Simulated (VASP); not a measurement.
Runs of VASP 6.6.1 on Sb. The structure is that of space group P6_3/mmc (No. 194), or close to it. The cells are those of the table. This isn't the form of Sb at room conditions, which is rhombohedral.

```tsv
task	cell	k mesh	cutoff (eV)	gap on the mesh (eV)	pressure (GPa)
single point	a = 3.401, b = 3.401, c = 5.624 Å, angles 90.0, 90.0, 120.0°, 2 atoms	12 × 12 × 7	520	none	(b)
single point	a = 3.224, b = 3.224, c = 5.332 Å, angles 90.0, 90.0, 120.0°, 2 atoms	12 × 12 × 7	520	none	(a)
single point	a = 3.177, b = 3.177, c = 5.253 Å, angles 90.0, 90.0, 120.0°, 2 atoms	12 × 12 × 7	520	none	12.0
single point	a = 3.270, b = 3.270, c = 5.408 Å, angles 90.0, 90.0, 120.0°, 2 atoms	12 × 12 × 7	520	none	3.3
single point	a = 3.443, b = 3.443, c = 5.693 Å, angles 90.0, 90.0, 120.0°, 2 atoms	12 × 12 × 7	520	none	-5.8
relaxation of cell and atoms	relaxed from a = 3.375, b = 3.375, c = 5.511 Å, angles 90.0, 90.0, 120.0°, 2 atoms	11 × 11 × 6	600	none	0.0
single point	a = 3.315, b = 3.315, c = 5.482 Å, angles 90.0, 90.0, 120.0°, 2 atoms	12 × 12 × 7	520	none	0.2
single point	a = 3.315, b = 3.315, c = 5.482 Å, angles 90.0, 90.0, 120.0°, 2 atoms	18 × 18 × 10	520	none	0.2
```

Alike in all rows: level PBEsol; potentials or basis VASP PAW PBE potentials, release 64 (Sb); no spin polarisation; smearing fermi-dirac 0.1 eV.

Problem. Estimate the missing entries.

Solution. (a) 7.1; (b) -4.2.

Caveats: the PAW data sets were made with another functional, which shifts forces and pressure a little; spin-orbit coupling is left out, which moves the levels of the heavy elements; the cell stands under pressure (at least some runs); the cell stands under tension (at least some runs).

A k mesh can miss the band edges, and the runs leave out spin-orbit coupling on Sb.

A gap of «none» marks levels without a gap at the run's occupations.
